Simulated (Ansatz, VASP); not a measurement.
## One calculation of H2PbO2, two programs

```xyz
10
Lattice="12.4300 0.0000 0.0000 0.0000 11.7700 0.0000 0.0000 0.0000 13.1100" Properties=species:S:1:pos:R:3 pbc="T T T"
Pb    6.0302    5.5103    8.4086
Pb    6.0302    5.5103    4.7035
O     6.9356    4.5000    6.5561
O     7.8966    4.6132    6.5561
O     5.1537    6.5371    6.5561
O     4.5000    7.2454    6.5561
H     7.6951    6.8018    8.6121
H     7.9295    7.2748    7.8051
H     7.6951    6.8018    4.5000
H     7.9295    7.2748    5.3070
```

Alike in both runs: task single point; functional PBE; k mesh 1 × 1 × 1; occupations gaussian, width 0.01 eV; no spin polarisation.

|  | VASP | Ansatz |
| --- | --- | --- |
| version | VASP 6.6.1 | Ansatz 0.2.0 |
| potentials or method | VASP PAW PBE potentials, release 64 (Pb_d, O_h, H_h), cutoff 1000 eV | scalar-relativistic, plane waves, PAW |
| valence electrons in the cell | 56 | 56 |

```tsv
	VASP	Ansatz	Ansatz less VASP
gap on the k mesh at the Fermi level (eV)	3.92	3.92	+0.004
rms of the force components (eV/Å)	0.173	0.166	-0.0066
```

The functional is the same, so the differences come from potentials, cutoffs and numerics. Ansatz's warnings: structure snapped to symmetry.

Spin-orbit coupling is off throughout.
